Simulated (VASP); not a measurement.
Input of a VASP 6.6.1 run:

INCAR

```
PREC = Accurate ; ENCUT = 520
EDIFF = 1E-6 ; ISMEAR = -1
SIGMA = 0.1 ; LREAL = False
LASPH = True ; NELM = 100
ALGO = Normal ; ISIF = 2
LWAVE = False ; LCHARG = True
GGA = RP ; LELF = True
LVHAR = True ; NBANDS = 13
```

File KPOINTS:

```
Automatic mesh
0
Gamma
  13 13 13
```

File POSCAR:

```
Sn
1.0
   -1.9475601983      1.9475601983      1.9475601983
    1.9475601983     -1.9475601983      1.9475601983
    1.9475601983      1.9475601983     -1.9475601983
Sn
1
Direct
    0.0000000000      0.0000000000      0.0000000000
```

Potentials or basis: VASP PAW PBE potentials, release 64 (Sn_d).

Launch:

```console
$ cat potpaw_PBE.64/Sn_d/POTCAR > POTCAR
$ mpirun -np 1 vasp_std > vasp.out
```

(1) What does it give for the band gap on the k mesh?

(2) What does it give for the pressure?

Results:

(1) zero (band 7 reaches 14.52 eV, above the bottom of band 8 at 5.14 eV).

(2) -1.4 GPa.

Caveat: the PAW data sets were made with another functional, which shifts forces and pressure a little; spin-orbit coupling is left out, which moves the levels of the heavy elements.
